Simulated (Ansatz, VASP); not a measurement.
# Sb: VASP beside Ansatz

```xyz
1
Lattice="3.1299 0.0000 0.0000 0.0000 3.1299 0.0000 0.0000 0.0000 3.1299" Properties=species:S:1:pos:R:3 pbc="T T T"
Sb    0.0000    0.0000    0.0000
```

Alike in both runs: functional RPBE; k mesh 10 × 10 × 10; occupations fermi-dirac, width 0.1 eV; no spin polarisation.

Ansatz relaxed the structure, and its values are those at the end. VASP's run is a single point on that final structure, the one shown.

```csv
,VASP,Ansatz
version,VASP 6.6.1,Ansatz 0.2.0
potentials or method,"VASP PAW PBE potentials, release 64 (Sb), cutoff 520 eV","plane waves (420 eV) with PAW, scalar-relativistic"
valence electrons in the cell,5,15
```

|  | VASP | Ansatz | Ansatz less VASP |
| --- | --- | --- | --- |
| pressure (GPa) | -0.1 | 0.0 | +0.09 |

VASP's potentials were made for PBE, not for RPBE. VASP's potentials hold 5 valence electrons a cell and Ansatz's 15, so a difference there can come from the potentials and not from the codes.

Spin-orbit coupling is off throughout.
